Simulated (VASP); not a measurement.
A run of VASP 6.6.1:

The input INCAR:

```
SYSTEM = SiO2
ALGO = Normal ; EDIFF = 1E-7
EDIFFG = -0.005 ; ENCUT = 600
GGA = PS ; GGA_COMPAT = .FALSE.
IBRION = 2 ; ISIF = 3
ISMEAR = 0 ; KPAR = 4
LASPH = .TRUE. ; LCHARG = .FALSE.
LREAL = .FALSE. ; LWAVE = .FALSE.
NELM = 120 ; NELMIN = 4
NSW = 100 ; PREC = Accurate
SIGMA = 0.02
```

KPOINTS

```
k-points
0
G
  4 4 6
  0 0 0
```

POSCAR

```
SiO2
1.0
    3.7515500450     -8.0990727550      0.0000000000
    3.7515500450      8.0990727550      0.0000000000
    0.0000000000      0.0000000000      5.2300420900
Si O
6 12
Direct
    0.0103742200      0.4026880000      0.2500000000
    0.4026880000      0.0103742200      0.7500000000
    0.5973120000      0.9896257800      0.2500000000
    0.9896257800      0.5973120000      0.7500000000
    0.4430938800      0.5569061200      0.2500000000
    0.5569061200      0.4430938800      0.7500000000
    0.0000000000      0.5000000000      0.5000000000
    0.5000000000      0.0000000000      0.5000000000
    0.5000000000      0.0000000000      0.0000000000
    0.0000000000      0.5000000000      0.0000000000
    0.2103535100      0.4371535700      0.2500000000
    0.4371535700      0.2103535100      0.7500000000
    0.5628464300      0.7896464900      0.2500000000
    0.7896464900      0.5628464300      0.7500000000
    0.8301194300      0.1698805700      0.2500000000
    0.1698805700      0.8301194300      0.7500000000
    0.5000000000      0.5000000000      0.0000000000
    0.5000000000      0.5000000000      0.5000000000
```

Potentials or basis: VASP PAW PBE potentials, release 64 (Si, O).

The run is started by

```console
$ cat potpaw_PBE.64/Si/POTCAR potpaw_PBE.64/O/POTCAR > POTCAR
$ mpirun -np 4 vasp_std > vasp.out
```

Hardware: 4 MPI ranks on Oxide Virtual Turin-like Processor, with other jobs on the host.

How long does it take, and how much memory?

Run time: 38 min on 4 MPI ranks on Oxide Virtual Turin-like Processor (shared host), peak memory 0.81 GiB a rank. Counts: scf iterations 103, k points 28, ion steps 14.
